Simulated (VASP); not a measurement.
# H (P1) in VASP: single point with PBE

Aim: the single point of H with PBE.

Program: VASP 6.6.1. These are calculated values, not measurements. Logs are shortened: lines on timing, memory, paths and dates and some standing lists are left out, and cuts for length are marked.

## Step 1: The cell of the first run

The typed cell holds 8 atoms: a = 6.098 Å, b = 4.915 Å, c = 6.052 Å, α = 66.27°, β = 45.81°, γ = 65.68°.

## Step 2: Single point, PBE

Contents of INCAR:

```
SYSTEM = H
PREC     = Accurate       ! precision mode
ENCUT    = 520            ! plane-wave cutoff, eV
EDIFF    = 1E-7           ! SCF threshold, eV
ISMEAR   = 0              ! smearing method
SIGMA    = 0.1            ! smearing width, eV
LREAL    = .FALSE.        ! projectors in reciprocal space
LASPH    = .TRUE.         ! aspherical terms in the spheres
NELM     = 60             ! most SCF steps
ALGO     = Normal         ! electronic algorithm
ISIF     = 2              ! what is computed and relaxed
LWAVE    = .FALSE.        ! write WAVECAR
LCHARG   = .FALSE.        ! write CHGCAR
GGA      = PE             ! functional
NBANDS   = 14             ! bands
```

Contents of KPOINTS:

```
regular mesh
0
G
  8 8 8
  0 0 0
```

Contents of POSCAR:

```
H
1.0
    0.0591356791      5.0202521532      3.4611533940
    3.4472031715      0.0031263808      3.5035903401
    3.3764860574      5.0214969102      0.0903149509
H
8
Direct
    0.1716562274      0.0398632506      0.0284989273
    0.0261944873      0.7622088724      0.6699794907
   -0.0245174139      0.7350567500      0.8300150382
   -0.1725873173      0.4588072112      0.4707719016
    0.3309876154     -0.0445419381      0.9772863457
    0.4745657060      0.2461190570      0.3280782106
    0.5255299186      0.2556316491      1.1713418237
    0.6681707766      0.5468551478      0.5240282622
```

Potentials or basis: VASP PAW PBE potentials, release 64 (H).

Run with:

```console
cat potpaw_PBE.64/H/POTCAR > POTCAR
mpirun -np 1 vasp_std > vasp.out
```

OUTCAR:

```text
SYSTEM = H
   PREC = Accurate
   ENCUT = 520
   EDIFF = 1E-7
   ISMEAR = 0
   LREAL = .FALSE.
   LASPH = .TRUE.
   NELM = 60
   ISIF = 2
   GGA = PE

 ion  position               nearest neighbor table
   1  0.172  0.040  0.028-   5 0.75
   2  0.026  0.762  0.670-   3 0.75
   3  0.975  0.735  0.830-   2 0.75
   4  0.827  0.459  0.471-   8 0.75
   5  0.331  0.955  0.977-   1 0.75
   6  0.475  0.246  0.328-   7 0.75
   7  0.526  0.256  0.171-   6 0.75
   8  0.668  0.547  0.524-   4 0.75

  LATTYP: Found a triclinic cell.
 ALAT       =     6.0695545605
 B/A-ratio  =     0.8097984615
 C/A-ratio  =     0.7792029912
 COS(alpha) =     0.0161085106
 COS(beta)  =     0.3928611443
 COS(gamma) =     0.4085068062

  Lattice vectors:

 A1 = (   0.0707171141,  -5.0183705294,   3.4132753892)
 A2 = (   3.4472031715,   0.0031263808,   3.5035903401)
 A3 = (  -3.3173503783,  -0.0012447570,   3.3708384431)

Analysis of symmetry for initial positions (statically):
=====================================================================
 Subroutine PRICEL returns:
 Original cell was already a primitive cell.

 Routine SETGRP: Setting up the symmetry group for a
 triclinic supercell.

 Subroutine GETGRP returns: Found  1 space group operations
 (whereof  1 operations were pure point group operations)
 out of a pool of  2 trial point group operations.

The static configuration has the point symmetry C_1 .

Analysis of symmetry for dynamics (positions and initial velocities):
=====================================================================
 Subroutine PRICEL returns:
 Original cell was already a primitive cell.

 Routine SETGRP: Setting up the symmetry group for a
 triclinic supercell.

 Subroutine GETGRP returns: Found  1 space group operations
 (whereof  1 operations were pure point group operations)
 out of a pool of  2 trial point group operations.

The dynamic configuration has the point symmetry C_1 .

 Subroutine INISYM returns: Found  1 space group operations
 (whereof  1 operations are pure point group operations),
 and found     1 'primitive' translations

----------------------------------------------------------------------------------------

                                     Primitive cell

  volume of cell :     116.6618

  direct lattice vectors                    reciprocal lattice vectors
     0.059135679  5.020252153  3.461153394    -0.150803317  0.098734037  0.148288168
     3.447203171  0.003126381  3.503590340     0.145092635 -0.100128713  0.142753347
     3.376486057  5.021496910  0.090314951     0.150675601  0.100496583 -0.148340288

  length of vectors
     6.098033415  4.915115945  6.051796932     0.233408293  0.226839481  0.234110104

  position of ions in fractional coordinates (direct lattice)
     0.171656227  0.039863251  0.028498927
     0.026194487  0.762208872  0.669979491
     0.975482586  0.735056750  0.830015038
     0.827412683  0.458807211  0.470771902
     0.330987615  0.955458062  0.977286346
     0.474565706  0.246119057  0.328078211
     0.525529919  0.255631649  0.171341824
     0.668170777  0.546855148  0.524028262

  ion indices of the primitive-cell ions
   primitive index   ion index
                 1           1
                 2           2
                 3           3
                 4           4
                 5           5
                 6           6
                 7           7
                 8           8

----------------------------------------------------------------------------------------

 KPOINTS: regular mesh

Automatic generation of k-mesh.
 Grid dimensions read from file:
 generate k-points for:    8    8    8

 Generating k-lattice:

  Cartesian coordinates                     Fractional coordinates (reciprocal lattice)
    -0.018850415  0.012341755  0.018536021     0.125000000  0.000000000  0.000000000
     0.018136579 -0.012516089  0.017844168     0.000000000  0.125000000 -0.000000000
     0.018834450  0.012562073 -0.018542536     0.000000000  0.000000000  0.125000000

  Length of vectors
     0.029176037  0.028354935  0.029263763

  Shift w.r.t. Gamma in fractional coordinates (k-lattice)
     0.000000000  0.000000000  0.000000000

 Subroutine IBZKPT returns following result:
 ===========================================

 Found    260 irreducible k-points:

 Following reciprocal coordinates:
            Coordinates               Weight
  0.000000  0.000000  0.000000      1.000000
  0.125000  0.000000  0.000000      2.000000
  0.250000  0.000000  0.000000      2.000000
  0.375000 -0.000000 -0.000000      2.000000
  0.500000  0.000000  0.000000      1.000000
  0.000000  0.125000  0.000000      2.000000
[... 16 lines left out ...]
  0.125000  0.375000  0.000000      2.000000
  0.250000  0.375000  0.000000      2.000000
 [... further k-points ...]
   k-points           NKPTS =    260   k-points in BZ     NKDIM =    260   number of bands    NBANDS=     14
   number of dos      NEDOS =    301   number of ions     NIONS =      8
   total plane-waves  NPLWV =  92160
   dimension x,y,z NGX =    48 NGY =   40 NGZ =   48
   dimension x,y,z NGXF=    96 NGYF=   80 NGZF=   96
   ions per type =               8
   NGX,Y,Z   is equivalent  to a cutoff of  13.09, 13.53, 13.19 a.u.
   NGXF,Y,Z  is equivalent  to a cutoff of  26.17, 27.06, 26.37 a.u.
 SYSTEM =  H
   PREC   = accura    normal or accurate (medium, high low for compatibility)
   ISTART =      0    job   : 0-new  1-cont  2-samecut
   ICHARG =      2    charge: 1-file 2-atom 10-const
   ISPIN  =      1    spin polarized calculation?
   LNONCOLLINEAR =      F non collinear calculations
   LSORBIT =      F    spin-orbit coupling
   LASPH  =      T    aspherical Exc in radial PAW
   ENCUT  =  520.0 eV  38.22 Ry    6.18 a.u.  11.34  9.14 11.25*2*pi/ulx,y,z
   NELM   =     60;   NELMIN=  2; NELMDL= -5     # of ELM steps
   EDIFF  = 0.1E-06   stopping-criterion for ELM
   LREAL  =      F    real-space projection
   EDIFFG = 0.1E-05   stopping-criterion for IOM
   NSW    =      0    number of steps for IOM
   IBRION =     -1    ionic relax: 0-MD 1-quasi-New 2-CG
   NFREE  =      0    steps in history (QN), initial steepest desc. (CG)
   ISIF   =      2    stress and relaxation
   ISYM   =      2    0-nonsym 1-usesym 2-fastsym
   POTIM  = 0.5000    time-step for ionic-motion
   TEBEG  =    0.0;   TEEND  =   0.0 temperature during run
   PSTRESS=    0.0 pullay stress
   NELECT =       8.0000    total number of electrons
   NUPDOWN=      -1.0000    fix difference up-down
   EMIN   =  10.00;   EMAX   =-10.00  energy-range for DOS
   EFERMI =   0.00;   METHOD = LEGACY
   ISMEAR =     0;   SIGMA  =   0.10  broadening in eV -4-tet -1-fermi 0-gaus
   EFERMI_NEDOS =   21; number of points for ismear=-14 and -15
   IALGO  =     38    algorithm
   IMIX   =      4    mixing-type and parameters
     AMIX     =   0.40;   BMIX     =  1.00
     AMIX_MAG =   1.60;   BMIX_MAG =  1.00
  volume/ion in A,a.u.               =      14.58        98.41
  Fermi-wavevector in a.u.,A,eV,Ry     =   0.670083  1.266273  6.109169  0.449011
  Thomas-Fermi vector in A             =   1.745493
   LORBIT       =      0    0 simple, 1 ext, 2 COOP (PROOUT), +10 PAW based schemes
   GGA     = PE    functional components
   LHFCALC =     F    Hartree Fock is set to
   AEXX    =    0.0000 exact exchange contribution
   IVDW    =     0    specifies the selected vdW correction
   LEPSILON=     F    determine dielectric tensor
   LRPA    =     F    only Hartree local field effects (RPA)
 non-spin polarized calculation
 Gauss-broadening in eV      SIGMA  =   0.10
  energy-cutoff  :      520.00
  volume of cell :      116.66
 maximum number of plane-waves:      3163
 NGX is ok and might be reduce to    48
   NGX = 23   NGY = 19   NGZ = 23

 number of electron       8.0000000 magnetization

 Free energy of the ion-electron system (eV)
  ---------------------------------------------------
  ext. energy  EPLUGINS =         0.00000000
  ---------------------------------------------------
  free energy    TOTEN  =       -27.16277758 eV

  energy without entropy =      -27.16277758  energy(sigma->0) =      -27.16277758

 E-fermi :  -8.3630     XC(G=0):  -4.8283

 val. band max:       -8.8222579802   @ k =   0.5000  -0.0000   0.5000
 cond. band min:       0.4840468517   @ k =   0.5000   0.5000   0.0000
 fundamental gap:      9.3063048319
 Fermi energy:        -8.3629898412

 k-point     1 :       0.0000    0.0000    0.0000
  band No.  band energies     occupation
      1     -10.2897      2.00000
      2      -8.9465      2.00000
      3      -8.8783      2.00000
      4      -8.8762      2.00000
      5       1.0874      0.00000
      6       2.5505      0.00000
      7       2.5558      0.00000
      8       3.8118      0.00000
      9       3.9846      0.00000
     10       4.0013      0.00000
     11       4.6351      0.00000
     12       4.6621      0.00000
     13       5.6069      0.00000
     14       6.4996      0.00000

 k-point     2 :       0.1250    0.0000    0.0000
  band No.  band energies     occupation
      1     -10.2300      2.00000
      2      -8.9571      2.00000
      3      -8.9104      2.00000
      4      -8.8994      2.00000
      5       1.1735      0.00000
      6       2.1118      0.00000
      7       2.4183      0.00000
      8       3.5912      0.00000
      9       3.7019      0.00000
     10       4.3301      0.00000
[... 362 lines left out ...]
 k-point    24 :       0.2500    0.3750    0.0000
  band No.  band energies     occupation
      1      -9.7804      2.00000
      2      -9.1495      2.00000
      3      -9.0835      2.00000
      4      -8.9918      2.00000
      5       0.9811      0.00000
      6       1.0389      0.00000
      7       1.9865      0.00000
      8       2.6161      0.00000
      9       3.1144      0.00000
     10       5.3212      0.00000
     11       5.8192      0.00000
     12       5.9147      0.00000
     13       7.7705      0.00000
     14       8.1686      0.00000

 [... further k-points ...]

------------------------ aborting loop because EDIFF is reached ----------------------------------------

  FORCE on cell =-STRESS in cart. coord.  units (eV):
  Direction    XX          YY          ZZ          XY          YZ          ZX
  --------------------------------------------------------------------------------------
  -------------------------------------------------------------------------------------
  Total       -0.0940409     -0.1297034     -0.0650101      0.0001609     -0.0028053      0.0201120
  in kB       -1.2915125     -1.7812839     -0.8928172      0.0022095     -0.0385262      0.2762079
  external PRESSURE =      -1.3218712 kB  Pullay stress =       0.0000000 kB

 VOLUME and BASIS-vectors are now :
 -----------------------------------------------------------------------------
  energy-cutoff  :      520.00
  volume of cell :      116.66
      direct lattice vectors                 reciprocal lattice vectors
     0.059135679  5.020252153  3.461153394    -0.150803317  0.098734037  0.148288168
     3.447203171  0.003126381  3.503590340     0.145092635 -0.100128713  0.142753347
     3.376486057  5.021496910  0.090314951     0.150675601  0.100496583 -0.148340288

 POSITION                                       TOTAL-FORCE (eV/Angst)
 -----------------------------------------------------------------------------------
      0.24379      1.00499      0.73637        -0.010482      0.011687      0.004059
      4.89121      3.49819      2.82164         0.011221      0.012867     -0.004426
      5.39411      9.06738      6.02660        -0.010714     -0.013264      0.004514
      3.22009      6.51923      4.51379         0.012034     -0.012161     -0.004052
      6.61302      6.57207      4.58140         0.010182     -0.012554     -0.004197
      1.98424      4.03065      2.53448        -0.012027     -0.011890      0.001523
      1.49083      3.49948      2.73004         0.011741      0.011953     -0.001667
      3.69401      5.98750      4.27593        -0.011957      0.013362      0.004246
 -----------------------------------------------------------------------------------
    total drift:                                0.000015     -0.000053     -0.000015

  FREE ENERGIE OF THE ION-ELECTRON SYSTEM (eV)
  ---------------------------------------------------
  free  energy   TOTEN  =       -27.1627775752 eV

  energy  without entropy=      -27.1627775752  energy(sigma->0) =      -27.16277758
```

Run time: 13 min. Hardware: 1 thread of Oxide Virtual Turin-like, shared host; peak memory 0.45 GiB.

What came out:

- Free energy: -27.1628 eV
- Pressure: -0.1 GPa
- Largest force: 0.018 eV/Å
- Band gap on the k mesh: 9.31 eV

Forces on the atoms (eV/Å):
```
H   -0.010  0.012  0.004
H    0.011  0.013 -0.004
H   -0.011 -0.013  0.005
H    0.012 -0.012 -0.004
H    0.010 -0.013 -0.004
H   -0.012 -0.012  0.002
H    0.012  0.012 -0.002
H   -0.012  0.013  0.004
```

Levels at points of the mesh, in eV from the valence-band top:
```csv
k point,band 2,band 3,band 4,band 5,band 6,band 7
"(0.00, 0.00, 0.00)",-0.12,-0.06,-0.05,9.91,11.37,11.38
"(0.50, 0.00, 0.00)",-0.68,-0.20,-0.19,10.26,10.27,10.81
"(0.00, 0.50, 0.00)",-0.73,-0.17,-0.16,10.63,10.73,11.00
"(0.50, 0.50, 0.00)",-0.47,-0.36,-0.36,9.31,9.32,10.78
"(0.00, 0.00, 0.50)",-0.67,-0.21,-0.19,10.22,10.28,10.84
"(0.50, 0.00, 0.50)",-0.85,-0.14,0.00,10.46,10.81,10.83
"(0.00, 0.50, 0.50)",-0.44,-0.40,-0.39,9.57,9.62,10.21
"(0.50, 0.50, 0.50)",-0.73,-0.17,-0.15,10.69,10.72,10.99
```

Caveat: this functional lacks dispersion, which holds the molecules together, so the pressure and a relaxed volume are unreliable. A k mesh can miss the band edges.
